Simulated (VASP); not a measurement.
# HfSi (Pm-3m) in VASP: relaxation of cell and atoms with r2SCAN

Aim: the relaxation of cell and atoms of HfSi with r2SCAN.

All numbers are computed with VASP 6.6.1; they aren't measurements. Logs are shortened: lines on timing, memory, paths and dates and some standing lists are left out, and cuts for length are marked.

## 1. The cell of the first run

Symmetry: Pm-3m, No. 221, cubic system. The conventional cell has a = 3.253 Å, b = 3.253 Å, c = 3.253 Å, α = 90.00°, β = 90.00°, γ = 90.00°. Within 3.7 Å of Hf (site symmetry m-3m) lie 8 Si at 2.82 Å and 6 Hf at 3.25 Å. Within 3.7 Å of Si (site symmetry m-3m) lie 8 Hf at 2.82 Å and 6 Si at 3.25 Å.

## 2. Relaxation of cell and atoms, r2SCAN

POSCAR

```
HfSi
1.0
    3.2528127347      0.0000000000      0.0000000000
    0.0000000000      3.2528127347      0.0000000000
    0.0000000000      0.0000000000      3.2528127347
Hf Si
1 1
Direct
    0.0000000000      0.0000000000      0.0000000000
    0.5000000000      0.5000000000      0.5000000000
```

INCAR.step1

```
  ALGO = Normal
  EDIFF = 1E-4
  ENCUT = 600
  GGA = PE
  ISMEAR = 0
  LASPH = T
  LCHARG = F
  LREAL = F
  LWAVE = T
  NELM = 100
  PREC = Accurate
  SIGMA = 0.1
```

INCAR.step2

```
  ALGO = Normal
  EDIFF = 1E-6
  EDIFFG = -0.01
  ENCUT = 600
  IBRION = 2
  ISIF = 3
  ISMEAR = 0
  ISTART = 1
  LASPH = T
  LCHARG = F
  LMIXTAU = T
  LREAL = F
  LWAVE = F
  METAGGA = R2SCAN
  NELM = 100
  NSW = 100
  PREC = Accurate
  SIGMA = 0.1
```

KPOINTS

```
k-points
0
Gamma
  18 18 18
```

Potentials or basis: VASP PAW PBE potentials, release 64 (Hf_pv, Si).

Command:

```console
$ cat potpaw_PBE.64/Hf_pv/POTCAR potpaw_PBE.64/Si/POTCAR > POTCAR
$ cp INCAR.step1 INCAR
$ mpirun -np 1 vasp_std > vasp.out
$ cp INCAR.step2 INCAR
$ mpirun -np 1 vasp_std > vasp.out
```

OUTCAR:

```text
EDIFF = 1E-6
   EDIFFG = -0.01
   ENCUT = 600
   IBRION = 2
   ISIF = 3
   ISMEAR = 0
   ISTART = 1
   LASPH = T
   LREAL = F
   METAGGA = R2SCAN
   NELM = 100
   NSW = 100
   PREC = Accurate

 ion  position               nearest neighbor table
   1  0.000  0.000  0.000-   2 2.82   2 2.82   2 2.82   2 2.82   2 2.82   2 2.82   2 2.82   2 2.82

   2  0.500  0.500  0.500-   1 2.82   1 2.82   1 2.82   1 2.82   1 2.82   1 2.82   1 2.82   1 2.82

  LATTYP: Found a simple cubic cell.
 ALAT       =     3.2528127347

  Lattice vectors:

 A1 = (   3.2528127347,   0.0000000000,   0.0000000000)
 A2 = (   0.0000000000,   3.2528127347,   0.0000000000)
 A3 = (   0.0000000000,   0.0000000000,   3.2528127347)

Analysis of symmetry for initial positions (statically):
=====================================================================
 Subroutine PRICEL returns:
 Original cell was already a primitive cell.

 Routine SETGRP: Setting up the symmetry group for a
 simple cubic supercell.

 Subroutine GETGRP returns: Found 48 space group operations
 (whereof 48 operations were pure point group operations)
 out of a pool of 48 trial point group operations.

The static configuration has the point symmetry O_h .

Analysis of symmetry for dynamics (positions and initial velocities):
=====================================================================
 Subroutine PRICEL returns:
 Original cell was already a primitive cell.

 Routine SETGRP: Setting up the symmetry group for a
 simple cubic supercell.

 Subroutine GETGRP returns: Found 48 space group operations
 (whereof 48 operations were pure point group operations)
 out of a pool of 48 trial point group operations.

The dynamic configuration has the point symmetry O_h .

 Subroutine INISYM returns: Found 48 space group operations
 (whereof 48 operations are pure point group operations),
 and found     1 'primitive' translations

----------------------------------------------------------------------------------------

                                     Primitive cell

  volume of cell :      34.4173

  direct lattice vectors                    reciprocal lattice vectors
     3.252812735  0.000000000  0.000000000     0.307426244  0.000000000  0.000000000
     0.000000000  3.252812735  0.000000000     0.000000000  0.307426244  0.000000000
     0.000000000  0.000000000  3.252812735     0.000000000  0.000000000  0.307426244

  length of vectors
     3.252812735  3.252812735  3.252812735     0.307426244  0.307426244  0.307426244

  position of ions in fractional coordinates (direct lattice)
     0.000000000  0.000000000  0.000000000
     0.500000000  0.500000000  0.500000000

  ion indices of the primitive-cell ions
   primitive index   ion index
                 1           1
                 2           2

----------------------------------------------------------------------------------------

 KPOINTS: k-points

Automatic generation of k-mesh.
 Grid dimensions read from file:
 generate k-points for:   18   18   18

 Generating k-lattice:

  Cartesian coordinates                     Fractional coordinates (reciprocal lattice)
     0.017079236  0.000000000  0.000000000     0.055555556  0.000000000  0.000000000
     0.000000000  0.017079236  0.000000000     0.000000000  0.055555556  0.000000000
     0.000000000  0.000000000  0.017079236     0.000000000  0.000000000  0.055555556

  Length of vectors
     0.017079236  0.017079236  0.017079236

  Shift w.r.t. Gamma in fractional coordinates (k-lattice)
     0.000000000  0.000000000  0.000000000

 Subroutine IBZKPT returns following result:
 ===========================================

 Found    220 irreducible k-points:

 Following reciprocal coordinates:
            Coordinates               Weight
  0.000000  0.000000  0.000000      1.000000
  0.055556  0.000000  0.000000      6.000000
  0.111111  0.000000  0.000000      6.000000
  0.166667  0.000000  0.000000      6.000000
  0.222222  0.000000  0.000000      6.000000
  0.277778  0.000000  0.000000      6.000000
[... 16 lines left out ...]
  0.277778  0.111111  0.000000     24.000000
  0.333333  0.111111  0.000000     24.000000
 [... further k-points ...]
   k-points           NKPTS =    220   k-points in BZ     NKDIM =    220   number of bands    NBANDS=     11
   number of dos      NEDOS =    301   number of ions     NIONS =      2
   total plane-waves  NPLWV =  21952
   dimension x,y,z NGX =    28 NGY =   28 NGZ =   28
   dimension x,y,z NGXF=    56 NGYF=   56 NGZF=   56
   ions per type =               1   1
   NGX,Y,Z   is equivalent  to a cutoff of  14.31, 14.31, 14.31 a.u.
   NGXF,Y,Z  is equivalent  to a cutoff of  28.62, 28.62, 28.62 a.u.
 SYSTEM =  unknown system
   PREC   = accura    normal or accurate (medium, high low for compatibility)
   ISTART =      1    job   : 0-new  1-cont  2-samecut
   ICHARG =      0    charge: 1-file 2-atom 10-const
   ISPIN  =      1    spin polarized calculation?
   LNONCOLLINEAR =      F non collinear calculations
   LSORBIT =      F    spin-orbit coupling
   LASPH  =      T    aspherical Exc in radial PAW
   ENCUT  =  600.0 eV  44.10 Ry    6.64 a.u.   6.50  6.50  6.50*2*pi/ulx,y,z
   NELM   =    100;   NELMIN=  2; NELMDL=  0     # of ELM steps
   EDIFF  = 0.1E-05   stopping-criterion for ELM
   LREAL  =      F    real-space projection
   EDIFFG = -.1E-01   stopping-criterion for IOM
   NSW    =    100    number of steps for IOM
   IBRION =      2    ionic relax: 0-MD 1-quasi-New 2-CG
   NFREE  =      1    steps in history (QN), initial steepest desc. (CG)
   ISIF   =      3    stress and relaxation
   ISYM   =      2    0-nonsym 1-usesym 2-fastsym
   POTIM  = 0.5000    time-step for ionic-motion
   TEBEG  =    0.0;   TEEND  =   0.0 temperature during run
   PSTRESS=    0.0 pullay stress
   NELECT =      14.0000    total number of electrons
   NUPDOWN=      -1.0000    fix difference up-down
   EMIN   =  10.00;   EMAX   =-10.00  energy-range for DOS
   EFERMI =   0.00;   METHOD = LEGACY
   ISMEAR =     0;   SIGMA  =   0.10  broadening in eV -4-tet -1-fermi 0-gaus
   EFERMI_NEDOS =   21; number of points for ismear=-14 and -15
   IALGO  =     38    algorithm
   IMIX   =      4    mixing-type and parameters
     AMIX     =   0.40;   BMIX     =  1.00
     AMIX_MAG =   1.60;   BMIX_MAG =  1.00
  volume/ion in A,a.u.               =      17.21       116.13
  Fermi-wavevector in a.u.,A,eV,Ry     =   1.212993  2.292225 20.018974  1.471353
  Thomas-Fermi vector in A             =   2.348460
   LORBIT       =      0    0 simple, 1 ext, 2 COOP (PROOUT), +10 PAW based schemes
   METAGGA = R2SCAN    functional components
   LHFCALC =     F    Hartree Fock is set to
   AEXX    =    0.0000 exact exchange contribution
   IVDW    =     0    specifies the selected vdW correction
   LEPSILON=     F    determine dielectric tensor
   LRPA    =     F    only Hartree local field effects (RPA)
 conjugate gradient relaxation of ions
 non-spin polarized calculation
 Gauss-broadening in eV      SIGMA  =   0.10
  energy-cutoff  :      600.00
  volume of cell :       34.42
 maximum number of plane-waves:      1189
 NGX is ok and might be reduce to    28
   NGX = 13   NGY = 13   NGZ = 13

--------------------------------------- Ionic step        1  -------------------------------------------

 number of electron      14.0000002 magnetization

 Free energy of the ion-electron system (eV)
  ---------------------------------------------------
  ext. energy  EPLUGINS =         0.00000000
  ---------------------------------------------------
  free energy    TOTEN  =       -54.31836007 eV

  energy without entropy =      -54.30677551  energy(sigma->0) =      -54.31256779

------------------------ aborting loop because EDIFF is reached ----------------------------------------

  FORCE on cell =-STRESS in cart. coord.  units (eV):
  Direction    XX          YY          ZZ          XY          YZ          ZX
  --------------------------------------------------------------------------------------
  -------------------------------------------------------------------------------------
  Total        0.4414124      0.4414124      0.4414124      0.0000000      0.0000000      0.0000000
  in kB       20.5483980     20.5483980     20.5483980      0.0000000      0.0000000      0.0000000
  external PRESSURE =      20.5483980 kB  Pullay stress =       0.0000000 kB
[... 57 lines left out ...]
  energy  without entropy=      -54.3056448837  energy(sigma->0) =      -54.31168781

--------------------------------------- Ionic step        3  -------------------------------------------

 number of electron      14.0000001 magnetization

 Free energy of the ion-electron system (eV)
  ---------------------------------------------------
  ext. energy  EPLUGINS =         0.00000000
  ---------------------------------------------------
  free energy    TOTEN  =       -54.32166998 eV

  energy without entropy =      -54.30981793  energy(sigma->0) =      -54.31574396

 E-fermi :   7.2592     XC(G=0): -12.3310

 val. band max:        7.2583448192   @ k =   0.4444   0.1667   0.1667
 cond. band min:       7.2624826490   @ k =   0.3333   0.1111   0.0556
 fundamental gap:      0.0041378298
 Fermi energy:         7.2591929433

 k-point     1 :       0.0000    0.0000    0.0000
  band No.  band energies     occupation
      1     -24.2973      2.00000
      2     -24.2973      2.00000
      3     -24.2973      2.00000
      4      -4.6352      2.00000
      5       5.2504      2.00000
      6       5.2504      2.00000
      7       9.2318      0.00000
      8       9.2318      0.00000
      9       9.2318      0.00000
     10      11.2588      0.00000
     11      11.2588      0.00000
[... 309 lines left out ...]
 k-point    24 :       0.3333    0.1111    0.0000
  band No.  band energies     occupation
      1     -24.5735      2.00000
      2     -24.3142      2.00000
      3     -24.2676      2.00000
      4      -2.6442      2.00000
      5       2.2868      2.00000
      6       5.8363      2.00000
      7       7.1194      1.95198
      8       7.3200      0.38973
      9      11.0192      0.00000
     10      11.1306      0.00000
     11      13.2355      0.00000

 [... further k-points ...]

------------------------ aborting loop because EDIFF is reached ----------------------------------------

  FORCE on cell =-STRESS in cart. coord.  units (eV):
  Direction    XX          YY          ZZ          XY          YZ          ZX
  --------------------------------------------------------------------------------------
  -------------------------------------------------------------------------------------
  Total        0.0064525      0.0064525      0.0064525     -0.0000000      0.0000000     -0.0000000
  in kB        0.2958568      0.2958568      0.2958568     -0.0000000      0.0000000     -0.0000000
  external PRESSURE =       0.2958568 kB  Pullay stress =       0.0000000 kB
[... 17 lines left out ...]
  FREE ENERGIE OF THE ION-ELECTRON SYSTEM (eV)
  ---------------------------------------------------
  free  energy   TOTEN  =       -54.3216699835 eV

  energy  without entropy=      -54.3098179300  energy(sigma->0) =      -54.31574396

 reached required accuracy - stopping structural energy minimisation
```

Wall time 9.2 min (1 thread of Intel Xeon Platinum 8488C (Sapphire Rapids), shared host); peak memory 0.26 GiB.

What came out:

- Free energy: -54.3217 eV
- Relaxed volume: 17.47 Å³/atom
- Relaxed cell: a = 3.269 Å, b = 3.269 Å, c = 3.269 Å, α = 90.00°, β = 90.00°, γ = 90.00°
- Space group after relaxing (to 0.1 Å): Pm-3m (No. 221)
- Energy gained by relaxing: 1.7 meV/atom
- Ionic steps: 3
- Pressure after relaxing: 0.0 GPa
- Band gap on the k mesh: zero (bands 7 and 8 overlap by 2.44 eV)

The path:
```
step  energy change (eV)  largest force (eV/Å)  pressure (GPa)  volume (Å³)
   1              0.0000                0.0000            2.05        34.42
   2              0.0006                0.0000           -2.12        35.53
   3             -0.0033                0.0000            0.03        34.94
```

Final structure:
```xyz
2
Lattice="3.2693 0.0000 0.0000 0.0000 3.2693 0.0000 0.0000 0.0000 3.2693" Properties=species:S:1:pos:R:3 pbc="T T T"
Hf    0.0000    0.0000    0.0000
Si    1.6346    1.6346    1.6346
```

Caveat: the PAW data sets were made with another functional, which shifts forces and pressure a little; spin-orbit coupling is left out, which moves the levels of the heavy elements.
